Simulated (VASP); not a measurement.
Input of a VASP 6.6.1 run:

Contents of POSCAR:

```
Ru
1.0
    0.0000000000      2.6050000000      2.6050000000
    2.6050000000      0.0000000000      2.6050000000
    2.6050000000      2.6050000000      0.0000000000
Ru
2
Direct
    1.0000000000      1.0000000000      1.0000000000
    0.2500000000      0.2500000000      0.2500000000
```

The input INCAR.step1:

```
SYSTEM = Ru
ALGO = Normal ; EDIFF = 1E-5
EDIFFG = -0.005 ; ENCUT = 550
GGA = PE ; GGA_COMPAT = .FALSE.
IBRION = 2 ; ISIF = 3
ISMEAR = 0 ; LASPH = .TRUE.
LCHARG = .FALSE. ; LREAL = .FALSE.
LWAVE = .TRUE. ; NELM = 120
NELMIN = 4 ; NSW = 100
PREC = Accurate ; SIGMA = 0.05
```

Contents of INCAR.step2:

```
SYSTEM = Ru
ALGO = Normal ; EDIFF = 1E-7
EDIFFG = -0.01 ; ENCUT = 550
GGA_COMPAT = .FALSE. ; IBRION = 2
ISIF = 3 ; ISMEAR = 0
ISTART = 1 ; LASPH = .TRUE.
LCHARG = .FALSE. ; LMIXTAU = .TRUE.
LREAL = .FALSE. ; LWAVE = .FALSE.
METAGGA = R2SCAN ; NELM = 120
NELMIN = 4 ; NSW = 80
PREC = Accurate ; SIGMA = 0.05
```

The input KPOINTS:

```
k-points
0
G
  9 9 9
  0 0 0
```

Potentials or basis: VASP PAW PBE potentials, release 64 (Ru_pv).

Launch:

```sh
$ cat potpaw_PBE.64/Ru_pv/POTCAR > POTCAR
$ cp INCAR.step1 INCAR
$ mpirun -np 1 vasp_std > vasp.out
$ cp INCAR.step2 INCAR
$ mpirun -np 1 vasp_std > vasp.out
```

(1) What does it give for the relaxed cell?

(2) Estimate the band gap on the k mesh.

(3) Estimate the relaxed volume.

(4) What does it give for the space group after relaxing (to 0.1 Å)?

Answers

(1) a = 3.834 Å, b = 3.834 Å, c = 3.834 Å, α = 60.00°, β = 60.00°, γ = 60.00°.

(2) zero (bands 14 and 15 overlap by 0.77 eV).

(3) 19.92 Å³/atom.

(4) Fd-3m (No. 227).

Caveat: the PAW data sets were made with another functional, which shifts forces and pressure a little.
